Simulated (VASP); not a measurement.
# RbReB2 (P4mm) in VASP: a series of runs

Runs on RbReB2. Level: PBE. Tasks: single point, relaxation of cell and atoms.

Program: VASP 6.6.1. These are calculated values, not measurements. Logs are shortened: lines on timing, memory, paths and dates and some standing lists are left out, and cuts for length are marked.

## 1. The cell of the first run

The structure is tetragonal, space group P4mm (No. 99). The conventional cell has a = 4.060 Å, b = 4.060 Å, c = 4.985 Å, α = 90.00°, β = 90.00°, γ = 90.00°. Within 3.1 Å of Rb (site symmetry 4mm) lie 2 Re at 2.36 to 2.62 Å and 4 B at 2.79 Å. Within 2.8 Å of Re (site symmetry 4mm) lie 4 B at 2.15 Å and 2 Rb at 2.36 to 2.62 Å. Within 2.8 Å of B (site symmetry 2mm) lie 2 Re at 2.15 Å and 2 Rb at 2.79 Å.

## 2. Single point, PBE

INCAR reads:

```
SYSTEM = RbReB2
PREC = Accurate ; ENCUT = 520
EDIFF = 1E-7 ; ISMEAR = 0
SIGMA = 0.1 ; LREAL = .False.
LASPH = .True. ; NELM = 100
ALGO = Normal ; ISIF = 2
LWAVE = .False. ; LCHARG = .False.
GGA = PE ; NBANDS = 19
```

KPOINTS reads:

```
regular mesh
0
Gamma
  4 4 4
  0 0 0
```

POSCAR reads:

```
RbReB2
1.0
    4.0598134400      0.0000000000      0.0000000000
    0.0000000000      4.0598134400      0.0000000000
    0.0000000000      0.0000000000      4.9849461500
Rb Re B
1 1 2
Direct
    0.0000000000      0.0000000000      0.4662092800
    0.0000000000      0.0000000000      0.9926794100
    0.0000000000      0.5000000000      0.8496069600
    0.5000000000      0.0000000000      0.8496069600
```

Potentials or basis: VASP PAW PBE potentials, release 64 (Rb_sv, Re, B).

On the command line:

```sh
> cat potpaw_PBE.64/Rb_sv/POTCAR potpaw_PBE.64/Re/POTCAR potpaw_PBE.64/B/POTCAR > POTCAR
> mpirun -np 1 vasp_std > vasp.out
```

OUTCAR:

```text
SYSTEM = RbReB2
   PREC = Accurate
   ENCUT = 520
   EDIFF = 1E-7
   ISMEAR = 0
   LREAL = .False.
   LASPH = .True.
   NELM = 100
   ISIF = 2
   GGA = PE

 ion  position               nearest neighbor table
   1  0.000  0.000  0.466-   2 2.36   2 2.62   3 2.79   4 2.79   3 2.79   4 2.79   3 3.68   3 3.68
                             4 3.68   4 3.68
   2  0.000  0.000  0.993-   3 2.15   4 2.15   3 2.15   4 2.15   1 2.36   1 2.62
   3  0.000  0.500  0.850-   2 2.15   2 2.15   1 2.79   1 2.79   1 3.68   1 3.68
   4  0.500  0.000  0.850-   2 2.15   2 2.15   1 2.79   1 2.79   1 3.68   1 3.68

  LATTYP: Found a simple tetragonal cell.
 ALAT       =     4.0598134400
 C/A-ratio  =     1.2278756706

  Lattice vectors:

 A1 = (   4.0598134400,   0.0000000000,   0.0000000000)
 A2 = (   0.0000000000,   4.0598134400,   0.0000000000)
 A3 = (   0.0000000000,   0.0000000000,   4.9849461500)

Analysis of symmetry for initial positions (statically):
=====================================================================
 Subroutine PRICEL returns:
 Original cell was already a primitive cell.

 Routine SETGRP: Setting up the symmetry group for a
 simple tetragonal supercell.

 Subroutine GETGRP returns: Found  8 space group operations
 (whereof  8 operations were pure point group operations)
 out of a pool of 16 trial point group operations.

The static configuration has the point symmetry C_4v.

Analysis of symmetry for dynamics (positions and initial velocities):
=====================================================================
 Subroutine PRICEL returns:
 Original cell was already a primitive cell.

 Routine SETGRP: Setting up the symmetry group for a
 simple tetragonal supercell.

 Subroutine GETGRP returns: Found  8 space group operations
 (whereof  8 operations were pure point group operations)
 out of a pool of 16 trial point group operations.

The dynamic configuration has the point symmetry C_4v.

 Subroutine INISYM returns: Found  8 space group operations
 (whereof  8 operations are pure point group operations),
 and found     1 'primitive' translations

----------------------------------------------------------------------------------------

                                     Primitive cell

  volume of cell :      82.1623

  direct lattice vectors                    reciprocal lattice vectors
     4.059813440  0.000000000  0.000000000     0.246316737  0.000000000  0.000000000
     0.000000000  4.059813440  0.000000000     0.000000000  0.246316737  0.000000000
     0.000000000  0.000000000  4.984946150     0.000000000  0.000000000  0.200603972

  length of vectors
     4.059813440  4.059813440  4.984946150     0.246316737  0.246316737  0.200603972

  position of ions in fractional coordinates (direct lattice)
     0.000000000  0.000000000  0.466209280
     0.000000000  0.000000000  0.992679410
     0.000000000  0.500000000  0.849606960
     0.500000000  0.000000000  0.849606960

  ion indices of the primitive-cell ions
   primitive index   ion index
                 1           1
                 2           2
                 3           3
                 4           4

----------------------------------------------------------------------------------------

 KPOINTS: regular mesh

Automatic generation of k-mesh.
 Grid dimensions read from file:
 generate k-points for:    4    4    4

 Generating k-lattice:

  Cartesian coordinates                     Fractional coordinates (reciprocal lattice)
     0.061579184  0.000000000  0.000000000     0.250000000  0.000000000  0.000000000
     0.000000000  0.061579184  0.000000000     0.000000000  0.250000000  0.000000000
     0.000000000  0.000000000  0.050150993     0.000000000  0.000000000  0.250000000

  Length of vectors
     0.061579184  0.061579184  0.050150993

  Shift w.r.t. Gamma in fractional coordinates (k-lattice)
     0.000000000  0.000000000  0.000000000

 Subroutine IBZKPT returns following result:
 ===========================================

 Found     18 irreducible k-points:

 Following reciprocal coordinates:
            Coordinates               Weight
  0.000000  0.000000  0.000000      1.000000
  0.250000  0.000000  0.000000      4.000000
  0.500000  0.000000  0.000000      2.000000
  0.250000  0.250000  0.000000      4.000000
  0.500000  0.250000  0.000000      4.000000
  0.500000  0.500000  0.000000      1.000000
[... 10 lines left out ...]
  0.500000  0.250000  0.500000      4.000000
  0.500000  0.500000  0.500000      1.000000
   k-points           NKPTS =     18   k-points in BZ     NKDIM =     18   number of bands    NBANDS=     19
   number of dos      NEDOS =    301   number of ions     NIONS =      4
   total plane-waves  NPLWV =  36000
   dimension x,y,z NGX =    30 NGY =   30 NGZ =   40
   dimension x,y,z NGXF=    60 NGYF=   60 NGZF=   80
   ions per type =               1   1   2
   NGX,Y,Z   is equivalent  to a cutoff of  12.28, 12.28, 13.34 a.u.
   NGXF,Y,Z  is equivalent  to a cutoff of  24.57, 24.57, 26.68 a.u.
 SYSTEM =  RbReB2
   PREC   = accura    normal or accurate (medium, high low for compatibility)
   ISTART =      0    job   : 0-new  1-cont  2-samecut
   ICHARG =      2    charge: 1-file 2-atom 10-const
   ISPIN  =      1    spin polarized calculation?
   LNONCOLLINEAR =      F non collinear calculations
   LSORBIT =      F    spin-orbit coupling
   LASPH  =      T    aspherical Exc in radial PAW
   ENCUT  =  520.0 eV  38.22 Ry    6.18 a.u.   7.55  7.55  9.27*2*pi/ulx,y,z
   NELM   =    100;   NELMIN=  2; NELMDL= -5     # of ELM steps
   EDIFF  = 0.1E-06   stopping-criterion for ELM
   LREAL  =      F    real-space projection
   EDIFFG = 0.1E-05   stopping-criterion for IOM
   NSW    =      0    number of steps for IOM
   IBRION =     -1    ionic relax: 0-MD 1-quasi-New 2-CG
   NFREE  =      0    steps in history (QN), initial steepest desc. (CG)
   ISIF   =      2    stress and relaxation
   ISYM   =      2    0-nonsym 1-usesym 2-fastsym
   POTIM  = 0.5000    time-step for ionic-motion
   TEBEG  =    0.0;   TEEND  =   0.0 temperature during run
   PSTRESS=    0.0 pullay stress
   NELECT =      22.0000    total number of electrons
   NUPDOWN=      -1.0000    fix difference up-down
   EMIN   =  10.00;   EMAX   =-10.00  energy-range for DOS
   EFERMI =   0.00;   METHOD = LEGACY
   ISMEAR =     0;   SIGMA  =   0.10  broadening in eV -4-tet -1-fermi 0-gaus
   EFERMI_NEDOS =   21; number of points for ismear=-14 and -15
   IALGO  =     38    algorithm
   IMIX   =      4    mixing-type and parameters
     AMIX     =   0.40;   BMIX     =  1.00
     AMIX_MAG =   1.60;   BMIX_MAG =  1.00
  volume/ion in A,a.u.               =      20.54       138.61
  Fermi-wavevector in a.u.,A,eV,Ry     =   1.055176  1.993993 15.148674  1.113396
  Thomas-Fermi vector in A             =   2.190364
   LORBIT       =      0    0 simple, 1 ext, 2 COOP (PROOUT), +10 PAW based schemes
   GGA     = PE    functional components
   LHFCALC =     F    Hartree Fock is set to
   AEXX    =    0.0000 exact exchange contribution
   IVDW    =     0    specifies the selected vdW correction
   LEPSILON=     F    determine dielectric tensor
   LRPA    =     F    only Hartree local field effects (RPA)
 non-spin polarized calculation
 Gauss-broadening in eV      SIGMA  =   0.10
  energy-cutoff  :      520.00
  volume of cell :       82.16
 maximum number of plane-waves:      2224
   NGX = 15   NGY = 15   NGZ = 19

 number of electron      21.9999998 magnetization

 Free energy of the ion-electron system (eV)
  ---------------------------------------------------
  ext. energy  EPLUGINS =         0.00000000
  ---------------------------------------------------
  free energy    TOTEN  =       -18.92279373 eV

  energy without entropy =      -18.90804752  energy(sigma->0) =      -18.91542063

 E-fermi :   2.7285     XC(G=0):  -9.1398

 val. band max:        2.6670729004   @ k =   0.5000   0.0000   0.0000
 cond. band min:       2.7865859371   @ k =   0.2500   0.2500   0.2500
 fundamental gap:      0.1195130368
 Fermi energy:         2.7285445640

 k-point     1 :       0.0000    0.0000    0.0000
  band No.  band energies     occupation
      1     -25.3647      2.00000
      2     -10.1781      2.00000
      3      -9.1741      2.00000
      4      -9.1741      2.00000
      5      -5.9961      2.00000
      6      -3.3824      2.00000
[... 11 lines left out ...]
     18       7.9505      0.00000
     19      10.1060      0.00000

 k-point     2 :       0.2500    0.0000    0.0000
  band No.  band energies     occupation
      1     -25.3521      2.00000
      2     -10.1350      2.00000
      3      -9.4429      2.00000
      4      -9.1539      2.00000
      5      -5.4754      2.00000
      6      -3.3650      2.00000
[... 11 lines left out ...]
     18       8.3235      0.00000
     19      10.3255      0.00000

 k-point     3 :       0.5000    0.0000    0.0000
  band No.  band energies     occupation
      1     -25.3394      2.00000
      2     -10.0852      2.00000
      3      -9.6881      2.00000
      4      -9.1335      2.00000
      5      -4.7750      2.00000
      6      -3.6737      2.00000
[... 11 lines left out ...]
     18       8.4218      0.00000
     19       9.6186      0.00000

 k-point     4 :       0.2500    0.2500    0.0000
  band No.  band energies     occupation
      1     -25.3396      2.00000
      2     -10.0943      2.00000
      3      -9.4244      2.00000
      4      -9.4014      2.00000
      5      -4.9120      2.00000
      6      -3.2122      2.00000
[... 275 lines left out ...]
     18       8.3898      0.00000
     19       8.5672      0.00000

 k-point    17 :       0.5000    0.2500    0.5000
  band No.  band energies     occupation
      1     -25.2288      2.00000
      2     -11.0698      2.00000
      3      -9.7422      2.00000
      4      -9.4778      2.00000
      5      -3.8534      2.00000
      6      -3.3555      2.00000
[... 11 lines left out ...]
     18       7.9232      0.00000
     19       8.6451      0.00000

 k-point    18 :       0.5000    0.5000    0.5000
  band No.  band energies     occupation
      1     -25.2166      2.00000
      2     -11.0189      2.00000
      3      -9.7073      2.00000
      4      -9.7073      2.00000
      5      -2.9588      2.00000
      6      -2.9588      2.00000
[... 11 lines left out ...]
     18       8.0059      0.00000
     19       9.2227      0.00000

------------------------ aborting loop because EDIFF is reached ----------------------------------------

  FORCE on cell =-STRESS in cart. coord.  units (eV):
  Direction    XX          YY          ZZ          XY          YZ          ZX
  --------------------------------------------------------------------------------------
  -------------------------------------------------------------------------------------
  Total       -4.3043160     -4.3043160     19.5210008      0.0000000      0.0000000      0.0000000
  in kB      -83.9348086    -83.9348086    380.6624473      0.0000000      0.0000000      0.0000000
  external PRESSURE =      70.9309434 kB  Pullay stress =       0.0000000 kB

 VOLUME and BASIS-vectors are now :
 -----------------------------------------------------------------------------
  energy-cutoff  :      520.00
  volume of cell :       82.16
      direct lattice vectors                 reciprocal lattice vectors
     4.059813440  0.000000000  0.000000000     0.246316737  0.000000000  0.000000000
     0.000000000  4.059813440  0.000000000     0.000000000  0.246316737  0.000000000
     0.000000000  0.000000000  4.984946150     0.000000000  0.000000000  0.200603972

 POSITION                                       TOTAL-FORCE (eV/Angst)
 -----------------------------------------------------------------------------------
      0.00000      0.00000      2.32403        -0.000000      0.000000     -0.315753
      0.00000      0.00000      4.94845        -0.000000      0.000000     -4.618593
      0.00000      2.02991      4.23524         0.000000     -0.000000      2.467173
      2.02991      0.00000      4.23524         0.000000      0.000000      2.467173
 -----------------------------------------------------------------------------------
    total drift:                               -0.000000     -0.000000     -0.000012

  FREE ENERGIE OF THE ION-ELECTRON SYSTEM (eV)
  ---------------------------------------------------
  free  energy   TOTEN  =       -18.9227937312 eV

  energy  without entropy=      -18.9080475226  energy(sigma->0) =      -18.91542063
```

Run time: 68 s. Hardware: 1 thread of Oxide Virtual Turin-like, shared host; peak memory 0.16 GiB.

Results:

* Free energy: -18.9228 eV
* Pressure: 7.1 GPa
* Largest force: 4.619 eV/Å
* Band gap on the k mesh: zero (band 11 reaches 2.87 eV, above the bottom of band 12 at 0.87 eV)

Forces in eV/Å, atoms in the order of the input:
```
Rb   0.000  0.000 -0.316
Re   0.000  0.000 -4.619
B    0.000  0.000  2.467
B    0.000  0.000  2.467
```

Levels at points of the mesh, in eV from the Fermi level:
| k point | band 8 | band 9 | band 10 | band 11 | band 12 | band 13 | band 14 | band 15 |
| --- | --- | --- | --- | --- | --- | --- | --- | --- |
| (0.00, 0.00, 0.00) | -3.71 | -2.95 | -0.79 | -0.49 | -0.10 | 1.06 | 1.06 | 1.91 |
| (0.50, 0.00, 0.00) | -3.41 | -2.61 | -2.37 | -2.28 | -0.06 | 1.42 | 2.05 | 3.04 |
| (0.50, 0.50, 0.00) | -4.34 | -3.03 | -2.20 | -2.20 | -1.86 | 2.06 | 2.17 | 2.17 |
| (0.00, 0.00, 0.50) | -2.93 | -2.93 | -0.75 | -0.70 | 0.63 | 0.63 | 2.15 | 3.81 |
| (0.50, 0.00, 0.50) | -2.55 | -2.29 | -1.76 | -1.71 | 0.98 | 1.73 | 1.81 | 2.29 |
| (0.50, 0.50, 0.50) | -3.86 | -3.00 | -1.43 | -1.43 | 1.02 | 1.33 | 1.33 | 1.68 |

Caveat: the k points lie up to 0.39 Å⁻¹ apart; spin-orbit coupling is left out, which moves the levels of the heavy elements; forces of over 1 eV/Å act on the atoms, so gaps and moduli don't describe the material at rest.

## 3. Single point, PBE

This run uses another cell than the first one, of 25.41 Å³/atom, 1.237 times its volume.

INCAR reads:

```
ALGO     = Normal         # electronic algorithm
EDIFF    = 1E-7           # SCF threshold, eV
ENCUT    = 520            # plane-wave cutoff, eV
GGA      = PE             # functional
ISIF     = 2              # what is computed and relaxed
ISMEAR   = 0              # smearing method
LASPH    = T              # aspherical terms in the spheres
LCHARG   = F              # write CHGCAR
LREAL    = F              # projectors in reciprocal space
LWAVE    = F              # write WAVECAR
NBANDS   = 19             # bands
NELM     = 80             # most SCF steps
PREC     = Accurate       # precision mode
SIGMA    = 0.1            # smearing width, eV
```

KPOINTS reads:

```
k-points
0
Gamma
  4 4 4
```

POSCAR reads:

```
RbReB2
1.0
    3.7721092162      0.0000000000      0.0000000000
    0.0000000000      3.7721092162      0.0000000000
    0.0000000000      0.0000000000      7.1420134885
Rb Re B
1 1 2
Direct
    0.0000000000      0.0000000000      0.4632290873
    0.0000000000      0.0000000000      0.9626275512
    0.0000000000      0.5000000000      0.8661229857
    0.5000000000      0.0000000000      0.8661229857
```

Potentials or basis: VASP PAW PBE potentials, release 64 (Rb_sv, Re, B).

On the command line:

```sh
> cat potpaw_PBE.64/Rb_sv/POTCAR potpaw_PBE.64/Re/POTCAR potpaw_PBE.64/B/POTCAR > POTCAR
> mpirun -np 1 vasp_std > vasp.out
```

Wall time 65 s (1 thread of Oxide Virtual Turin-like, shared host); peak memory 0.18 GiB.

It converged, with:

| Property | Result |
| --- | --- |
| Free energy | -22.7625 eV |
| Pressure | 0.4 GPa |
| Largest force | 0.153 eV/Å |
| Band gap on the k mesh | zero (band 11 reaches 2.01 eV, above the bottom of band 12 at 1.17 eV) |

Forces on the atoms (eV/Å):
```
Rb   0.000  0.000 -0.005
Re   0.000  0.000  0.153
B    0.000  0.000 -0.074
B    0.000  0.000 -0.074
```

Stress tensor (GPa, compression positive):
```
0.45 0.00 0.00
0.00 0.45 0.00
0.00 0.00 0.25
```

Levels at points of the mesh, in eV from the Fermi level:
| k point | band 9 | band 10 | band 11 | band 12 | band 13 | band 14 |
| --- | --- | --- | --- | --- | --- | --- |
| (0.00, 0.00, 0.00) | -2.88 | -1.02 | -0.17 | 0.23 | 1.28 | 2.19 |
| (0.50, 0.00, 0.00) | -2.19 | -1.84 | -1.77 | 0.42 | 1.47 | 2.22 |
| (0.50, 0.50, 0.00) | -2.77 | -1.16 | -1.16 | -0.74 | 1.21 | 2.31 |
| (0.00, 0.00, 0.50) | -2.86 | -1.17 | -0.17 | 1.11 | 1.18 | 2.14 |
| (0.50, 0.00, 0.50) | -2.19 | -1.73 | -1.66 | -0.03 | 1.25 | 2.60 |
| (0.50, 0.50, 0.50) | -2.77 | -1.07 | -1.07 | -0.43 | 0.97 | 1.96 |

Caveat: the k points lie up to 0.42 Å⁻¹ apart; spin-orbit coupling is left out, which moves the levels of the heavy elements.

(Part 1 of 2 ends here.)
